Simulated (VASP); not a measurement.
Set up this calculation in VASP 6.6.1, as the native input.

* Task: single point
* Functional: PBE
* Potentials or basis: VASP PAW PBE potentials, release 64 (Hf_pv, H)
* Cutoff: 520 eV
* k mesh: 6 × 6 × 4
* Occupations: gaussian, width 0.1 eV
* Spin: no spin polarisation
* Dipole correction: no
* Further INCAR settings: ALGO = Normal; EDIFF = 1e-07; NBANDS = 20

The structure of Hf2H3 lies in POSCAR:

```
Hf2H3
1.0
    3.4666411700      0.0000000000      0.0000000000
   -1.7333205800      3.0021993200      0.0000000000
    0.0000000000      0.0000000000      6.7681162800
Hf H
2 3
Direct
    0.0000000000      0.0000000000      0.2294663400
    0.0000000000      0.0000000000      0.7705336600
    0.3333333300      0.6666666700      0.0000000000
    0.6666666700      0.3333333300      0.0000000000
    0.0000000000      0.0000000000      0.5000000000
```

The input as run:

INCAR

```
ALGO     = Normal         # electronic algorithm
EDIFF    = 1E-7           # SCF threshold, eV
ENCUT    = 520            # plane-wave cutoff, eV
GGA      = PE             # functional
ISIF     = 2              # what is computed and relaxed
ISMEAR   = 0              # smearing method
LASPH    = T              # aspherical terms in the spheres
LCHARG   = T              # write CHGCAR
LELF     = T              # ELF
LREAL    = F              # projectors in reciprocal space
LVHAR    = T            
LWAVE    = F              # write WAVECAR
NBANDS   = 20             # bands
NELM     = 60             # most SCF steps
PREC     = Accurate       # precision mode
SIGMA    = 0.1            # smearing width, eV
```

KPOINTS

```
k-points
0
Gamma
  6 6 4
```

Potentials or basis: VASP PAW PBE potentials, release 64 (Hf_pv, H).

Run with:

```sh
$ cat potpaw_PBE.64/Hf_pv/POTCAR potpaw_PBE.64/H/POTCAR > POTCAR
$ mpirun -np 1 vasp_std > vasp.out
```

It gave:

```yaml
Pressure: -13.5 GPa
Largest_force: 0.497 eV/Å
```

Wall time 19 s on 1 thread of Intel(R) Xeon(R) Platinum 8559C (Emerald Rapids), on a shared host, peak memory 0.19 GiB.
